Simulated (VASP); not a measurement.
# ZnSe (P4/nmm) in VASP: further runs

The runs below take ZnSe through single point, with PBEsol.

Everything below comes from runs of VASP 6.6.1. Logs are shortened: lines on timing, memory, paths and dates and some standing lists are left out, and cuts for length are marked.

### Step 1. The cell of the first run

Symmetry: P4/nmm, No. 129, tetragonal system. Conventional cell: a = 4.167 Å, b = 4.167 Å, c = 5.860 Å, α = 90.00°, β = 90.00°, γ = 90.00°. Within 3.4 Å of Zn (site symmetry -4m2) lie 4 Se at 2.61 Å and 4 Zn at 2.95 Å. Within 3.4 Å of Se (site symmetry 4mm) lie 4 Zn at 2.61 Å.

### Step 2. Single point, PBEsol

Contents of INCAR:

```
ALGO = Normal ; EDIFF = 1E-6
ENCUT = 520 ; GGA = PS
ISIF = 2 ; ISMEAR = 0
LASPH = T ; LCHARG = T
LELF = T ; LREAL = F
LVHAR = T ; LWAVE = F
NBANDS = 26 ; NELM = 100
PREC = Accurate ; SIGMA = 0.05
```

Contents of KPOINTS:

```
k-points
0
Gamma
  8 8 6
```

Contents of POSCAR:

```
ZnSe
1.0
    4.1670000000      0.0000000000      0.0000000000
    0.0000000000      4.1670000000      0.0000000000
    0.0000000000      0.0000000000      5.8604000000
Zn Se
2 2
Direct
    0.0000000000      0.0000000000      0.0000000000
    0.5000000000      0.5000000000      0.0000000000
    0.0000000000      0.5000000000      0.2681677050
    0.5000000000      0.0000000000      0.7318322950
```

Potentials or basis: VASP PAW PBE potentials, release 64 (Zn, Se).

Started as:

```sh
$ cat potpaw_PBE.64/Zn/POTCAR potpaw_PBE.64/Se/POTCAR > POTCAR
$ mpirun -np 1 vasp_std > vasp.out
```

OUTCAR:

```text
EDIFF = 1E-6
   ENCUT = 520
   GGA = PS
   ISIF = 2
   ISMEAR = 0
   LASPH = T
   LREAL = F
   NELM = 100
   PREC = Accurate

 ion  position               nearest neighbor table
   1  0.000  0.000  0.000-   3 2.61   4 2.61   3 2.61   4 2.61   2 2.95   2 2.95   2 2.95   2 2.95

   2  0.500  0.500  0.000-   3 2.61   4 2.61   4 2.61   3 2.61   1 2.95   1 2.95   1 2.95   1 2.95

   3  0.000  0.500  0.268-   1 2.61   2 2.61   1 2.61   2 2.61
   4  0.500  0.000  0.732-   1 2.61   2 2.61   2 2.61   1 2.61

  LATTYP: Found a simple tetragonal cell.
 ALAT       =     4.1670000000
 C/A-ratio  =     1.4063834893

  Lattice vectors:

 A1 = (   4.1670000000,   0.0000000000,   0.0000000000)
 A2 = (   0.0000000000,   4.1670000000,   0.0000000000)
 A3 = (   0.0000000000,   0.0000000000,   5.8604000000)

Analysis of symmetry for initial positions (statically):
=====================================================================
 Subroutine PRICEL returns:
 Original cell was already a primitive cell.

 Routine SETGRP: Setting up the symmetry group for a
 simple tetragonal supercell.

 Subroutine GETGRP returns: Found 16 space group operations
 (whereof  8 operations were pure point group operations)
 out of a pool of 16 trial point group operations.

The static configuration has the point symmetry D_2d.
 The point group associated with its full space group is D_4h.

Analysis of symmetry for dynamics (positions and initial velocities):
=====================================================================
 Subroutine PRICEL returns:
 Original cell was already a primitive cell.

 Routine SETGRP: Setting up the symmetry group for a
 simple tetragonal supercell.

 Subroutine GETGRP returns: Found 16 space group operations
 (whereof  8 operations were pure point group operations)
 out of a pool of 16 trial point group operations.

The dynamic configuration has the point symmetry D_2d.
 The point group associated with its full space group is D_4h.

 Subroutine INISYM returns: Found 16 space group operations
 (whereof  8 operations are pure point group operations),
 and found     1 'primitive' translations

----------------------------------------------------------------------------------------

[... 92 lines left out ...]
   LSORBIT =      F    spin-orbit coupling
   LASPH  =      T    aspherical Exc in radial PAW
   ENCUT  =  520.0 eV  38.22 Ry    6.18 a.u.   7.75  7.75 10.90*2*pi/ulx,y,z
   NELM   =    100;   NELMIN=  2; NELMDL= -5     # of ELM steps
   EDIFF  = 0.1E-05   stopping-criterion for ELM
   LREAL  =      F    real-space projection
   EDIFFG = 0.1E-04   stopping-criterion for IOM
   NSW    =      0    number of steps for IOM
   IBRION =     -1    ionic relax: 0-MD 1-quasi-New 2-CG
   NFREE  =      0    steps in history (QN), initial steepest desc. (CG)
   ISIF   =      2    stress and relaxation
   ISYM   =      2    0-nonsym 1-usesym 2-fastsym
   POTIM  = 0.5000    time-step for ionic-motion
   TEBEG  =    0.0;   TEEND  =   0.0 temperature during run
   PSTRESS=    0.0 pullay stress
   NELECT =      36.0000    total number of electrons
   NUPDOWN=      -1.0000    fix difference up-down
   EMIN   =  10.00;   EMAX   =-10.00  energy-range for DOS
   EFERMI =   0.00;   METHOD = LEGACY
   ISMEAR =     0;   SIGMA  =   0.05  broadening in eV -4-tet -1-fermi 0-gaus
   EFERMI_NEDOS =   21; number of points for ismear=-14 and -15
   IALGO  =     38    algorithm
   IMIX   =      4    mixing-type and parameters
     AMIX     =   0.40;   BMIX     =  1.00
     AMIX_MAG =   1.60;   BMIX_MAG =  1.00
  volume/ion in A,a.u.               =      25.44       171.68
  Fermi-wavevector in a.u.,A,eV,Ry     =   1.157846  2.188012 18.240080  1.340608
  Thomas-Fermi vector in A             =   2.294454
   LORBIT       =      0    0 simple, 1 ext, 2 COOP (PROOUT), +10 PAW based schemes
   GGA     = PS    functional components
   LHFCALC =     F    Hartree Fock is set to
   AEXX    =    0.0000 exact exchange contribution
   IVDW    =     0    specifies the selected vdW correction
   LEPSILON=     F    determine dielectric tensor
   LRPA    =     F    only Hartree local field effects (RPA)
 non-spin polarized calculation
 Gauss-broadening in eV      SIGMA  =   0.05
  energy-cutoff  :      520.00
  volume of cell :      101.76
 maximum number of plane-waves:      2764
 NGX is ok and might be reduce to    32
   NGX = 15   NGY = 15   NGZ = 21

 number of electron      35.9999971 magnetization

 Free energy of the ion-electron system (eV)
  ---------------------------------------------------
  ext. energy  EPLUGINS =         0.00000000
  ---------------------------------------------------
  free energy    TOTEN  =       -12.65126305 eV

  energy without entropy =      -12.65126305  energy(sigma->0) =      -12.65126305

 E-fermi :   0.8717     XC(G=0):  -9.0034

 val. band max:        0.6370909376   @ k =   0.0000   0.0000   0.0000
 cond. band min:       2.1257156166   @ k =   0.0000   0.0000   0.0000
 fundamental gap:      1.4886246790
 Fermi energy:         0.8716907812

 k-point     1 :       0.0000    0.0000    0.0000
  band No.  band energies     occupation
      1     -12.0712      2.00000
      2     -11.1827      2.00000
      3      -6.0099      2.00000
      4      -6.0083      2.00000
      5      -5.8987      2.00000
      6      -5.8987      2.00000
[... 685 lines left out ...]
     25       9.1351      0.00000
     26       9.1351      0.00000

 [... further k-points ...]

------------------------ aborting loop because EDIFF is reached ----------------------------------------

  FORCE on cell =-STRESS in cart. coord.  units (eV):
  Direction    XX          YY          ZZ          XY          YZ          ZX
  --------------------------------------------------------------------------------------
  -------------------------------------------------------------------------------------
  Total       -3.6482354     -3.6482354     -3.9032526      0.0000000      0.0000000      0.0000000
  in kB      -57.4406271    -57.4406271    -61.4558139      0.0000000      0.0000000      0.0000000
  external PRESSURE =     -58.7790227 kB  Pullay stress =       0.0000000 kB

 VOLUME and BASIS-vectors are now :
 -----------------------------------------------------------------------------
  energy-cutoff  :      520.00
  volume of cell :      101.76
      direct lattice vectors                 reciprocal lattice vectors
     4.167000000  0.000000000  0.000000000     0.239980802  0.000000000  0.000000000
     0.000000000  4.167000000  0.000000000     0.000000000  0.239980802  0.000000000
     0.000000000  0.000000000  5.860400000     0.000000000  0.000000000  0.170636817

 POSITION                                       TOTAL-FORCE (eV/Angst)
 -----------------------------------------------------------------------------------
      0.00000      0.00000      0.00000         0.000000     -0.000000      0.000000
      2.08350      2.08350      0.00000         0.000000      0.000000      0.000000
      0.00000      2.08350      1.57157         0.000000      0.000000     -1.136845
      2.08350      0.00000      4.28883         0.000000      0.000000      1.136845
 -----------------------------------------------------------------------------------
    total drift:                                0.000000     -0.000000     -0.000000

  FREE ENERGIE OF THE ION-ELECTRON SYSTEM (eV)
  ---------------------------------------------------
  free  energy   TOTEN  =       -12.6512630513 eV

  energy  without entropy=      -12.6512630513  energy(sigma->0) =      -12.65126305
```

OSZICAR:

```text
N       E                     dE             d eps       ncg     rms          rms(c)
DAV:   1     0.225704817032E+03    0.22570E+03   -0.16847E+04  3120   0.154E+03
DAV:   2     0.852703981243E+01   -0.21718E+03   -0.20844E+03  3242   0.322E+02
DAV:   3    -0.128969735749E+02   -0.21424E+02   -0.21220E+02  3764   0.101E+02
DAV:   4    -0.133236399695E+02   -0.42667E+00   -0.42590E+00  3538   0.144E+01
DAV:   5    -0.133263297907E+02   -0.26898E-02   -0.26895E-02  3746   0.109E+00    0.589E+00
DAV:   6    -0.126748038237E+02    0.65153E+00   -0.17305E+00  4280   0.325E+01    0.493E+00
DAV:   7    -0.126591144841E+02    0.15689E-01   -0.44056E-01  3372   0.511E+00    0.226E+00
DAV:   8    -0.126517303936E+02    0.73841E-02   -0.11417E-02  3688   0.953E-01    0.524E-01
DAV:   9    -0.126511678277E+02    0.56257E-03   -0.20157E-03  4004   0.749E-01    0.852E-02
DAV:  10    -0.126512572664E+02   -0.89439E-04   -0.40347E-04  3282   0.224E-01    0.227E-02
DAV:  11    -0.126512616252E+02   -0.43588E-05   -0.45163E-05  3448   0.706E-02    0.792E-03
DAV:  12    -0.126512618938E+02   -0.26859E-06   -0.11339E-05  3506   0.177E-02    0.329E-03
DAV:  13    -0.126512630211E+02   -0.11273E-05   -0.22959E-06  3214   0.770E-03    0.219E-03
DAV:  14    -0.126512630513E+02   -0.30216E-07   -0.18318E-07  2050   0.261E-03
   1 F= -.12651263E+02 E0= -.12651263E+02  d E =-.404479E-13
```

stdout:

```text
POSCAR found type information on POSCAR ZnSe
 POSCAR found :  2 types and       4 ions
 scaLAPACK will be used
 -----------------------------------------------------------------------------
|                                                                             |
|                                                                             |
|     You enforced a specific xc type in the INCAR file but a different       |
|     I HOPE YOU KNOW WHAT YOU ARE DOING!                                     |
|                                                                             |
 -----------------------------------------------------------------------------

 LDA part: xc-table for (Slater+PW92), standard interpolation
 POSCAR, INCAR and KPOINTS ok, starting setup
 FFT: planning ... GRIDC
 FFT: planning ... GRID_SOFT
 FFT: planning ... GRID
 WAVECAR not read
 entering main loop
```

Run time: 1.9 min. Hardware: 1 thread of AMD EPYC 9R14 (Zen 4), shared host; peak memory 0.27 GiB.

What came out:

| Item | Value |
| --- | --- |
| Free energy | -12.6513 eV |
| Pressure | -5.9 GPa |
| Largest force | 1.137 eV/Å |
| Band gap on the k mesh | 1.49 eV |

Forces in eV/Å, atoms in the order of the input:
```
Zn   0.000  0.000  0.000
Zn   0.000  0.000  0.000
Se   0.000  0.000 -1.137
Se   0.000  0.000  1.137
```

Levels at points of the mesh, in eV from the valence-band top:
```
           k point  band 16  band 17  band 18  band 19  band 20  band 21
(0.00, 0.00, 0.00)    -0.14     0.00     0.00     1.49     1.76     2.94
(0.50, 0.00, 0.00)    -1.76    -0.76    -0.76     3.35     3.35     5.33
(0.50, 0.50, 0.00)    -2.09    -1.83    -1.83     2.96     2.96     2.98
(0.00, 0.00, 0.50)    -1.33    -0.47    -0.47     1.91     3.27     3.57
(0.50, 0.00, 0.50)    -0.72    -0.71    -0.71     2.22     2.22     5.67
(0.50, 0.50, 0.50)    -2.52    -2.41    -2.41     4.44     4.44     4.49
```

Caveat: the cell stands under tension; the PAW data sets were made with another functional, which shifts forces and pressure a little. A k mesh can miss the band edges.

### Step 3. Single point, PBEsol

This run uses another cell than the first one, of 25.65 Å³/atom.

Contents of INCAR:

```
SYSTEM = ZnSe
PREC = Accurate ; ENCUT = 520
EDIFF = 1E-6 ; ISMEAR = 0
SIGMA = 0.05 ; LREAL = .False.
LASPH = .True. ; NELM = 60
ALGO = Normal ; ISIF = 2
LWAVE = .False. ; LCHARG = .True.
GGA = PS ; LELF = .True.
LVHAR = .True. ; NBANDS = 26
```

Contents of KPOINTS:

```
regular mesh
0
Gamma
  8 8 6
  0 0 0
```

Contents of POSCAR:

```
ZnSe
1.0
    4.3079000000      0.0000000000      0.0000000000
    0.0000000000      4.3079000000      0.0000000000
    0.0000000000      0.0000000000      5.5286396999
Zn Se
2 2
Direct
    0.0000000000      0.0000000000      0.0000000000
    0.5000000000      0.5000000000      0.0000000000
    0.0000000000      0.5000000000      0.2681677050
    0.5000000000      0.0000000000      0.7318322950
```

Potentials or basis: VASP PAW PBE potentials, release 64 (Zn, Se).

Started as:

```sh
$ cat potpaw_PBE.64/Zn/POTCAR potpaw_PBE.64/Se/POTCAR > POTCAR
$ mpirun -np 1 vasp_std > vasp.out
```

Run time: 82 s. Hardware: 1 thread of AMD EPYC 9R14 (Zen 4), shared host; peak memory 0.25 GiB.

It converged, with:

```yaml
Free_energy: -12.5755 eV
Pressure: -6.4 GPa
Largest_force: 0.873 eV/Å
Band_gap_on_the_k_mesh: 1.18 eV
```

Forces in eV/Å, atoms in the order of the input:
```
Zn   0.000  0.000  0.000
Zn   0.000  0.000  0.000
Se   0.000  0.000 -0.873
Se   0.000  0.000  0.873
```

Stress tensor (GPa, compression positive):
```
-7.20  0.00  0.00
 0.00 -7.20  0.00
 0.00  0.00 -4.71
```

Levels at points of the mesh, in eV from the valence-band top:
```tsv
k point	band 16	band 17	band 18	band 19	band 20	band 21
(0.00, 0.00, 0.00)	-0.12	-0.12	0.00	1.18	1.38	2.75
(0.50, 0.00, 0.00)	-1.61	-1.03	-1.03	3.11	3.11	5.33
(0.50, 0.50, 0.00)	-1.92	-1.63	-1.63	3.07	3.07	3.21
(0.00, 0.00, 0.50)	-1.21	-0.67	-0.67	1.38	3.38	3.64
(0.50, 0.00, 0.50)	-0.97	-0.53	-0.53	2.02	2.02	5.55
(0.50, 0.50, 0.50)	-2.50	-2.37	-2.37	4.72	4.72	4.96
```

Caveat: the cell stands under tension; the PAW data sets were made with another functional, which shifts forces and pressure a little. A k mesh can miss the band edges.

### Step 4. Single point, PBEsol

This run uses another cell than the first one, of 26.88 Å³/atom.

Contents of INCAR:

```
SYSTEM = ZnSe
PREC = Accurate
ENCUT = 520
EDIFF = 1E-6
ISMEAR = 0
SIGMA = 0.05
LREAL = .FALSE.
LASPH = .TRUE.
NELM = 100
ALGO = Normal
ISIF = 2
LWAVE = .FALSE.
LCHARG = .FALSE.
GGA = PS
NBANDS = 26
```

Contents of KPOINTS:

```
regular mesh
0
G
  8 8 6
  0 0 0
```

Contents of POSCAR:

```
ZnSe
1.0
    4.1670000000      0.0000000000      0.0000000000
    0.0000000000      4.1670000000      0.0000000000
    0.0000000000      0.0000000000      6.1921000000
Zn Se
2 2
Direct
    0.0000000000      0.0000000000      0.0000000000
    0.5000000000      0.5000000000      0.0000000000
    0.0000000000      0.5000000000      0.2681677050
    0.5000000000      0.0000000000      0.7318322950
```

Started as:

```sh
$ cat potpaw_PBE.64/Zn/POTCAR potpaw_PBE.64/Se/POTCAR > POTCAR
$ mpirun -np 1 vasp_std > vasp.out
```

Wall time 99 s (1 thread of AMD EPYC 9R14 (Zen 4), shared host); peak memory 0.27 GiB.

It converged, with:

```
Free energy            : -12.3743 eV
Pressure               : -7.5 GPa
Largest force          : 1.737 eV/Å
Band gap on the k mesh : 1.36 eV
```

Forces in eV/Å, atoms in the order of the input:
```
Zn   0.000  0.000  0.000
Zn   0.000  0.000  0.000
Se   0.000  0.000 -1.737
Se   0.000  0.000  1.737
```

Stress tensor (GPa, compression positive):
```
-6.68  0.00  0.00
 0.00 -6.68  0.00
 0.00  0.00 -9.20
```

Levels at points of the mesh, in eV from the valence-band top:
| k point | band 14 | band 15 | band 16 | band 17 | band 18 | band 19 | band 20 | band 21 | band 22 | band 23 |
| --- | --- | --- | --- | --- | --- | --- | --- | --- | --- | --- |
| (0.00, 0.00, 0.00) | -1.74 | -1.74 | -0.33 | 0.00 | 0.00 | 1.36 | 1.95 | 3.10 | 5.13 | 5.13 |
| (0.50, 0.00, 0.00) | -4.19 | -1.76 | -1.76 | -0.60 | -0.60 | 3.19 | 3.19 | 5.18 | 5.18 | 6.27 |
| (0.50, 0.50, 0.00) | -3.89 | -2.07 | -2.07 | -1.82 | -1.82 | 2.68 | 2.68 | 2.90 | 2.90 | 9.59 |
| (0.00, 0.00, 0.50) | -1.52 | -1.52 | -1.39 | -0.38 | -0.38 | 2.05 | 3.19 | 3.21 | 5.17 | 5.67 |
| (0.50, 0.00, 0.50) | -4.56 | -0.85 | -0.85 | -0.58 | -0.58 | 2.10 | 2.10 | 5.42 | 5.42 | 5.87 |
| (0.50, 0.50, 0.50) | -3.70 | -2.37 | -2.37 | -2.29 | -2.29 | 3.87 | 3.87 | 4.06 | 4.06 | 7.51 |

Caveat: the cell stands under tension; the PAW data sets were made with another functional, which shifts forces and pressure a little. A k mesh can miss the band edges.

[end of part 1 of 2]
